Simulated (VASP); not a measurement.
# Hf3TiN4 (P4/mmm) in VASP: single point with r2SCAN

Aim: the single point of Hf3TiN4 with r2SCAN.

All numbers are computed with VASP 6.6.1; they aren't measurements. Logs are shortened: lines on timing, memory, paths and dates and some standing lists are left out, and cuts for length are marked.

**1. The cell of the first run**

It takes space group P4/mmm (No. 123, tetragonal). Conventional cell: a = 3.176 Å, b = 3.176 Å, c = 8.978 Å, α = 90.00°, β = 90.00°, γ = 90.00°. Hf (site symmetry 4mm) has 6 N at 2.16 to 2.33 Å within 2.9 Å. Within 3.0 Å of Hf (site symmetry 4/mmm) lie 6 N at 2.25 to 2.28 Å. Within 2.9 Å of Ti (site symmetry 4/mmm) lie 6 N at 2.21 to 2.25 Å. N (site symmetry 4mm) has 1 Ti at 2.21 Å and 5 Hf at 2.25 to 2.28 Å within 2.9 Å. Within 3.0 Å of N (site symmetry 4/mmm) lie 6 Hf at 2.25 to 2.33 Å. Within 2.9 Å of N (site symmetry 4/mmm) lie 2 Hf at 2.16 Å and 4 Ti at 2.25 Å.

**2. Single point, r2SCAN**

The input, POSCAR:

```
Hf3TiN4
1.0
    3.1761793000      0.0000000000      0.0000000000
    0.0000000000      3.1761793000      0.0000000000
    0.0000000000      0.0000000000      8.9784129000
Hf Ti N
3 1 4
Direct
    0.5000000000      0.5000000000      0.2401400000
    0.0000000000      0.0000000000      0.5000000000
    0.5000000000      0.5000000000      0.7598600000
    0.0000000000      0.0000000000      0.0000000000
    0.0000000000      0.0000000000      0.2461680000
    0.5000000000      0.5000000000      0.5000000000
    0.0000000000      0.0000000000      0.7538320000
    0.5000000000      0.5000000000      0.0000000000
```

The input, INCAR.step1:

```
PREC = Accurate ; ENCUT = 520
ISMEAR = 0 ; SIGMA = 0.1
LREAL = F ; LASPH = T
NELM = 60 ; NBANDS = 41
GGA = PE ; ALGO = Normal
EDIFF = 1E-4 ; LWAVE = T
LCHARG = F
```

The input, INCAR.step2:

```
PREC = Accurate ; ENCUT = 520
EDIFF = 1E-7 ; ISMEAR = 0
SIGMA = 0.1 ; LREAL = F
LASPH = T ; NELM = 60
ALGO = Normal ; ISIF = 2
LWAVE = F ; LCHARG = T
METAGGA = R2SCAN ; LMIXTAU = T
LELF = T ; LVHAR = T
NBANDS = 41 ; ISTART = 1
```

The input, KPOINTS:

```
Automatic mesh
0
Gamma
  12 12 4
```

Potentials or basis: VASP PAW PBE potentials, release 64 (Hf_pv, Ti_sv, N).

On the command line:

```console
> cat potpaw_PBE.64/Hf_pv/POTCAR potpaw_PBE.64/Ti_sv/POTCAR potpaw_PBE.64/N/POTCAR > POTCAR
> cp INCAR.step1 INCAR
> mpirun -np 1 vasp_std > vasp.out
> cp INCAR.step2 INCAR
> mpirun -np 1 vasp_std > vasp.out
```

OUTCAR:

```text
PREC = Accurate
   ENCUT = 520
   EDIFF = 1E-7
   ISMEAR = 0
   LREAL = F
   LASPH = T
   NELM = 60
   ISIF = 2
   METAGGA = R2SCAN
   ISTART = 1

 ion  position               nearest neighbor table
   1  0.500  0.500  0.240-   8 2.16   5 2.25   5 2.25   5 2.25   5 2.25   6 2.33   4 3.11   4 3.11
                             4 3.11   4 3.11   2 3.24   2 3.24   2 3.24   2 3.24
   2  0.000  0.000  0.500-   6 2.25   6 2.25   6 2.25   6 2.25   7 2.28   5 2.28   3 3.24   3 3.24
                             1 3.24   3 3.24   1 3.24   1 3.24   3 3.24   1 3.24
   3  0.500  0.500  0.760-   8 2.16   7 2.25   7 2.25   7 2.25   7 2.25   6 2.33   4 3.11   4 3.11
                             4 3.11   4 3.11   2 3.24   2 3.24   2 3.24   2 3.24
   4  0.000  0.000  0.000-   5 2.21   7 2.21   8 2.25   8 2.25   8 2.25   8 2.25   3 3.11   3 3.11
                             1 3.11   3 3.11   1 3.11   1 3.11   3 3.11   1 3.11
   5  0.000  0.000  0.246-   4 2.21   1 2.25   1 2.25   1 2.25   1 2.25   2 2.28
   6  0.500  0.500  0.500-   2 2.25   2 2.25   2 2.25   2 2.25   3 2.33   1 2.33
   7  0.000  0.000  0.754-   4 2.21   3 2.25   3 2.25   3 2.25   3 2.25   2 2.28
   8  0.500  0.500  0.000-   1 2.16   3 2.16   4 2.25   4 2.25   4 2.25   4 2.25

  LATTYP: Found a simple tetragonal cell.
 ALAT       =     3.1761793000
 C/A-ratio  =     2.8267966169

  Lattice vectors:

 A1 = (   3.1761793000,   0.0000000000,   0.0000000000)
 A2 = (   0.0000000000,   3.1761793000,   0.0000000000)
 A3 = (   0.0000000000,   0.0000000000,   8.9784129000)

Analysis of symmetry for initial positions (statically):
=====================================================================
 Subroutine PRICEL returns:
 Original cell was already a primitive cell.

 Routine SETGRP: Setting up the symmetry group for a
 simple tetragonal supercell.

 Subroutine GETGRP returns: Found 16 space group operations
 (whereof 16 operations were pure point group operations)
 out of a pool of 16 trial point group operations.

The static configuration has the point symmetry D_4h.

Analysis of symmetry for dynamics (positions and initial velocities):
=====================================================================
 Subroutine PRICEL returns:
 Original cell was already a primitive cell.

 Routine SETGRP: Setting up the symmetry group for a
 simple tetragonal supercell.

 Subroutine GETGRP returns: Found 16 space group operations
 (whereof 16 operations were pure point group operations)
 out of a pool of 16 trial point group operations.

The dynamic configuration has the point symmetry D_4h.

 Subroutine INISYM returns: Found 16 space group operations
 (whereof 16 operations are pure point group operations),
 and found     1 'primitive' translations

----------------------------------------------------------------------------------------

                                     Primitive cell

  volume of cell :      90.5753

  direct lattice vectors                    reciprocal lattice vectors
     3.176179300  0.000000000  0.000000000     0.314843687  0.000000000  0.000000000
     0.000000000  3.176179300  0.000000000     0.000000000  0.314843687  0.000000000
     0.000000000  0.000000000  8.978412900     0.000000000  0.000000000  0.111378259

  length of vectors
     3.176179300  3.176179300  8.978412900     0.314843687  0.314843687  0.111378259

  position of ions in fractional coordinates (direct lattice)
     0.500000000  0.500000000  0.240140000
     0.000000000  0.000000000  0.500000000
     0.500000000  0.500000000  0.759860000
     0.000000000  0.000000000  0.000000000
     0.000000000  0.000000000  0.246168000
     0.500000000  0.500000000  0.500000000
     0.000000000  0.000000000  0.753832000
     0.500000000  0.500000000  0.000000000

  ion indices of the primitive-cell ions
   primitive index   ion index
                 1           1
                 2           2
                 3           3
                 4           4
                 5           5
                 6           6
                 7           7
                 8           8

----------------------------------------------------------------------------------------

 KPOINTS: Automatic mesh

Automatic generation of k-mesh.
 Grid dimensions read from file:
 generate k-points for:   12   12    4

 Generating k-lattice:

  Cartesian coordinates                     Fractional coordinates (reciprocal lattice)
     0.026236974  0.000000000  0.000000000     0.083333333  0.000000000  0.000000000
     0.000000000  0.026236974  0.000000000     0.000000000  0.083333333  0.000000000
     0.000000000  0.000000000  0.027844565     0.000000000  0.000000000  0.250000000

  Length of vectors
     0.026236974  0.026236974  0.027844565

  Shift w.r.t. Gamma in fractional coordinates (k-lattice)
     0.000000000  0.000000000  0.000000000

 Subroutine IBZKPT returns following result:
 ===========================================

 Found     84 irreducible k-points:

 Following reciprocal coordinates:
            Coordinates               Weight
  0.000000  0.000000  0.000000      1.000000
  0.083333  0.000000  0.000000      4.000000
  0.166667  0.000000  0.000000      4.000000
  0.250000  0.000000  0.000000      4.000000
  0.333333  0.000000  0.000000      4.000000
  0.416667  0.000000  0.000000      4.000000
[... 16 lines left out ...]
  0.333333  0.333333  0.000000      4.000000
  0.416667  0.333333  0.000000      8.000000
 [... further k-points ...]
   k-points           NKPTS =     84   k-points in BZ     NKDIM =     84   number of bands    NBANDS=     41
   number of dos      NEDOS =    301   number of ions     NIONS =      8
   total plane-waves  NPLWV =  40320
   dimension x,y,z NGX =    24 NGY =   24 NGZ =   70
   dimension x,y,z NGXF=    48 NGYF=   48 NGZF=  140
   ions per type =               3   1   4
   NGX,Y,Z   is equivalent  to a cutoff of  12.56, 12.56, 12.96 a.u.
   NGXF,Y,Z  is equivalent  to a cutoff of  25.12, 25.12, 25.92 a.u.
 SYSTEM =  unknown system
   PREC   = accura    normal or accurate (medium, high low for compatibility)
   ISTART =      1    job   : 0-new  1-cont  2-samecut
   ICHARG =      0    charge: 1-file 2-atom 10-const
   ISPIN  =      1    spin polarized calculation?
   LNONCOLLINEAR =      F non collinear calculations
   LSORBIT =      F    spin-orbit coupling
   LASPH  =      T    aspherical Exc in radial PAW
   ENCUT  =  520.0 eV  38.22 Ry    6.18 a.u.   5.91  5.91 16.69*2*pi/ulx,y,z
   NELM   =     60;   NELMIN=  2; NELMDL=  0     # of ELM steps
   EDIFF  = 0.1E-06   stopping-criterion for ELM
   LREAL  =      F    real-space projection
   EDIFFG = 0.1E-05   stopping-criterion for IOM
   NSW    =      0    number of steps for IOM
   IBRION =     -1    ionic relax: 0-MD 1-quasi-New 2-CG
   NFREE  =      0    steps in history (QN), initial steepest desc. (CG)
   ISIF   =      2    stress and relaxation
   ISYM   =      2    0-nonsym 1-usesym 2-fastsym
   POTIM  = 0.5000    time-step for ionic-motion
   TEBEG  =    0.0;   TEEND  =   0.0 temperature during run
   PSTRESS=    0.0 pullay stress
   NELECT =      62.0000    total number of electrons
   NUPDOWN=      -1.0000    fix difference up-down
   EMIN   =  10.00;   EMAX   =-10.00  energy-range for DOS
   EFERMI =   0.00;   METHOD = LEGACY
   ISMEAR =     0;   SIGMA  =   0.10  broadening in eV -4-tet -1-fermi 0-gaus
   EFERMI_NEDOS =   21; number of points for ismear=-14 and -15
   IALGO  =     38    algorithm
   IMIX   =      4    mixing-type and parameters
     AMIX     =   0.40;   BMIX     =  1.00
     AMIX_MAG =   1.60;   BMIX_MAG =  1.00
  volume/ion in A,a.u.               =      11.32        76.40
  Fermi-wavevector in a.u.,A,eV,Ry     =   1.442787  2.726472 28.322351  2.081634
  Thomas-Fermi vector in A             =   2.561268
   LORBIT       =      0    0 simple, 1 ext, 2 COOP (PROOUT), +10 PAW based schemes
   METAGGA = R2SCAN    functional components
   LHFCALC =     F    Hartree Fock is set to
   AEXX    =    0.0000 exact exchange contribution
   IVDW    =     0    specifies the selected vdW correction
   LEPSILON=     F    determine dielectric tensor
   LRPA    =     F    only Hartree local field effects (RPA)
 non-spin polarized calculation
 Gauss-broadening in eV      SIGMA  =   0.10
  energy-cutoff  :      520.00
  volume of cell :       90.58
 maximum number of plane-waves:      2472
 NGX is ok and might be reduce to    24
   NGX = 11   NGY = 11   NGZ = 33

 number of electron      61.9999982 magnetization

 Free energy of the ion-electron system (eV)
  ---------------------------------------------------
  ext. energy  EPLUGINS =         0.00000000
  ---------------------------------------------------
  free energy    TOTEN  =      -200.63127898 eV

  energy without entropy =     -200.61564822  energy(sigma->0) =     -200.62346360

 E-fermi :   8.9134     XC(G=0): -13.4550

 val. band max:        8.9120248069   @ k =   0.2500   0.0833   0.2500
 cond. band min:       8.9184990951   @ k =   0.4167   0.4167   0.2500
 fundamental gap:      0.0064742882
 Fermi energy:         8.9134168270

 k-point     1 :       0.0000    0.0000    0.0000
  band No.  band energies     occupation
      1     -51.4505      2.00000
      2     -26.6807      2.00000
      3     -26.6372      2.00000
      4     -26.6372      2.00000
      5     -24.2819      2.00000
      6     -23.9723      2.00000
[... 33 lines left out ...]
     40      11.5040      0.00000
     41      11.5364      0.00000

 k-point     2 :       0.0833    0.0000    0.0000
  band No.  band energies     occupation
      1     -51.4495      2.00000
      2     -26.6795      2.00000
      3     -26.6516      2.00000
      4     -26.6354      2.00000
      5     -24.2775      2.00000
      6     -24.0001      2.00000
[... 33 lines left out ...]
     40      11.8850      0.00000
     41      11.9650      0.00000

 k-point     3 :       0.1667    0.0000    0.0000
  band No.  band energies     occupation
      1     -51.4466      2.00000
      2     -26.6906      2.00000
      3     -26.6764      2.00000
      4     -26.6303      2.00000
      5     -24.2702      2.00000
      6     -24.0874      2.00000
[... 33 lines left out ...]
     40      12.4199      0.00000
     41      12.7850      0.00000

 k-point     4 :       0.2500    0.0000    0.0000
  band No.  band energies     occupation
      1     -51.4426      2.00000
      2     -26.7433      2.00000
      3     -26.6725      2.00000
      4     -26.6233      2.00000
      5     -24.2791      2.00000
      6     -24.2132      2.00000
[... 825 lines left out ...]
     40      13.0954      0.00000
     41      13.3183      0.00000

 k-point    23 :       0.3333    0.3333    0.0000
  band No.  band energies     occupation
      1     -51.4272      2.00000
      2     -26.7647      2.00000
      3     -26.7530      2.00000
      4     -26.6473      2.00000
      5     -24.2434      2.00000
      6     -24.1914      2.00000
[... 33 lines left out ...]
     40      12.8730      0.00000
     41      12.9155      0.00000

 k-point    24 :       0.4167    0.3333    0.0000
  band No.  band energies     occupation
      1     -51.4244      2.00000
      2     -26.7933      2.00000
      3     -26.7498      2.00000
      4     -26.6421      2.00000
      5     -24.2974      2.00000
      6     -24.2166      2.00000
[... 33 lines left out ...]
     40      13.1913      0.00000
     41      13.3598      0.00000

 [... further k-points ...]

------------------------ aborting loop because EDIFF is reached ----------------------------------------

  FORCE on cell =-STRESS in cart. coord.  units (eV):
  Direction    XX          YY          ZZ          XY          YZ          ZX
  --------------------------------------------------------------------------------------
  -------------------------------------------------------------------------------------
  Total       -3.2337455     -3.2337455     -3.1131701      0.0000000      0.0000000     -0.0000000
  in kB      -57.2014218    -57.2014218    -55.0685745      0.0000000      0.0000000     -0.0000000
  external PRESSURE =     -56.4904727 kB  Pullay stress =       0.0000000 kB

 VOLUME and BASIS-vectors are now :
 -----------------------------------------------------------------------------
  energy-cutoff  :      520.00
  volume of cell :       90.58
      direct lattice vectors                 reciprocal lattice vectors
     3.176179300  0.000000000  0.000000000     0.314843687  0.000000000  0.000000000
     0.000000000  3.176179300  0.000000000     0.000000000  0.314843687  0.000000000
     0.000000000  0.000000000  8.978412900     0.000000000  0.000000000  0.111378259

 POSITION                                       TOTAL-FORCE (eV/Angst)
 -----------------------------------------------------------------------------------
      1.58809      1.58809      2.15608        -0.000000     -0.000000     -0.090110
      0.00000      0.00000      4.48921         0.000000      0.000000     -0.000000
      1.58809      1.58809      6.82234         0.000000      0.000000      0.090110
      0.00000      0.00000      0.00000         0.000000      0.000000     -0.000000
      0.00000      0.00000      2.21020         0.000000     -0.000000      0.157834
      1.58809      1.58809      4.48921         0.000000      0.000000     -0.000000
      0.00000      0.00000      6.76821         0.000000     -0.000000     -0.157834
      1.58809      1.58809      0.00000         0.000000      0.000000     -0.000000
 -----------------------------------------------------------------------------------
    total drift:                                0.000000     -0.000000      0.000000

  FREE ENERGIE OF THE ION-ELECTRON SYSTEM (eV)
  ---------------------------------------------------
  free  energy   TOTEN  =      -200.6312789811 eV

  energy  without entropy=     -200.6156482181  energy(sigma->0) =     -200.62346360
```

Wall time 34 min (1 thread of Oxide Virtual Turin-like, shared host); peak memory 0.36 GiB.

Results:

```
Free energy            : -200.6313 eV
Pressure               : -5.6 GPa
Largest force          : 0.158 eV/Å
Band gap on the k mesh : zero (bands 31 and 32 overlap by 3.19 eV)
```

Forces on the atoms (eV/Å):
```
Hf   0.000  0.000 -0.090
Hf   0.000  0.000  0.000
Hf   0.000  0.000  0.090
Ti   0.000  0.000  0.000
N    0.000  0.000  0.158
N    0.000  0.000  0.000
N    0.000  0.000 -0.158
N    0.000  0.000  0.000
```

Stress tensor (GPa, compression positive):
```
-5.72  0.00  0.00
 0.00 -5.72  0.00
 0.00  0.00 -5.51
```

Levels at points of the mesh, in eV from the Fermi level:
```tsv
k point	band 28	band 29	band 30	band 31	band 32	band 33	band 34	band 35
(0.00, 0.00, 0.00)	-3.15	-3.15	-3.15	-2.32	-2.14	-0.44	-0.44	-0.37
(0.50, 0.00, 0.00)	-5.49	-5.24	0.83	1.05	1.37	2.20	2.55	2.75
(0.50, 0.50, 0.00)	-3.96	-3.77	-3.43	-3.43	0.76	0.76	1.61	1.61
(0.00, 0.00, 0.50)	-3.60	-3.60	-3.34	-3.06	-1.16	-0.86	0.21	0.21
(0.50, 0.00, 0.50)	-5.54	-5.52	0.86	0.94	1.35	2.37	2.39	2.42
(0.50, 0.50, 0.50)	-4.84	-4.84	-1.76	-1.76	-1.23	-1.23	1.86	2.13
```

Caveat: the cell stands under tension; the PAW data sets were made with another functional, which shifts forces and pressure a little; spin-orbit coupling is left out, which moves the levels of the heavy elements.
